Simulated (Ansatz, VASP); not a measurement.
Two plane-wave programs on TaN

Contents of INCAR:

```
PREC     = Accurate       # precision mode
ENCUT    = 520            # plane-wave cutoff, eV
EDIFF    = 1E-6           # SCF threshold, eV
ISMEAR   = 0              # smearing method
SIGMA    = 0.15           # smearing width, eV
LREAL    = F              # projectors in reciprocal space
LASPH    = T              # aspherical terms in the spheres
NELM     = 80             # most SCF steps
ALGO     = Normal         # electronic algorithm
ISIF     = 2              # what is computed and relaxed
LWAVE    = F              # write WAVECAR
LCHARG   = F              # write CHGCAR
GGA      = CA             # functional
NBANDS   = 15             # bands
```

Contents of KPOINTS:

```
Automatic mesh
0
Gamma
  18 18 18
```

POSCAR

```
TaN
1.0
    0.0000000000      2.2612401490      2.1742693740
    2.2612401490      0.0000000000      2.1742693740
    2.2612401490      2.2612401490      0.0000000000
Ta N
1 1
Direct
    0.4989105691      0.5010894309      0.5010894309
    0.0140736932     -0.0140736932     -0.0140736932
```

Input for Ansatz:

```yaml
crystal:
  lattice:
    - [0.0, 2.261240149, 2.174269374]
    - [2.261240149, 0.0, 2.174269374]
    - [2.261240149, 2.261240149, 0.0]
  atoms:
    - { symbol: Ta, position: [0.4989105691, 0.5010894309, 0.5010894309] }
    - { symbol: "N", position: [0.0140736932, -0.0140736932, -0.0140736932] }
basis:
  ecutwfc: 520.0
kpoints:
  mp_grid: { grid: [18, 18, 18] }
hamiltonian:
  xc: lda
scf:
  occupations: { method: gaussian, width: 0.15 }
output:
  forces: true
  stress: true
  eigenvalues: true
```

Change from the starting cell: mode 4 frozen in at -0.061 Å, equal normal strain along x and y +0.0400.

Alike in both runs: task single point; functional LDA; k mesh 18 × 18 × 18; occupations gaussian, width 0.15 eV; no spin polarisation.

```csv
,VASP,Ansatz
version,VASP 6.6.1,Ansatz 0.2.0
potentials or method,"VASP PAW LDA potentials, release 64 (Ta_pv, N), cutoff 520 eV","scalar-relativistic, plane waves, PAW"
valence electrons in the cell,16,18
```

|  | VASP | Ansatz | Ansatz less VASP |
| --- | --- | --- | --- |
| gap on the k mesh at the Fermi level (eV) | none | none | - |
| pressure (GPa) | -21.6 | -23.1 | -1.52 |
| traceless stress, the component that is largest in VASP (GPa) | 12.31 | 12.08 | -0.237 |
| rms of the force components (eV/Å) | 0.144 | 0.140 | -0.0039 |

LDA's correlation is that of Perdew and Zunger in VASP and of Perdew and Wang (1992) in Ansatz. Atom by atom the forces differ by 0.004 eV/Å (rms over components). A gap of «none» marks a metal or a gap that the smearing closes. VASP's potentials hold 16 valence electrons a cell and Ansatz's 18, so a difference there can come from the potentials and not from the codes.

Spin-orbit coupling is off throughout.
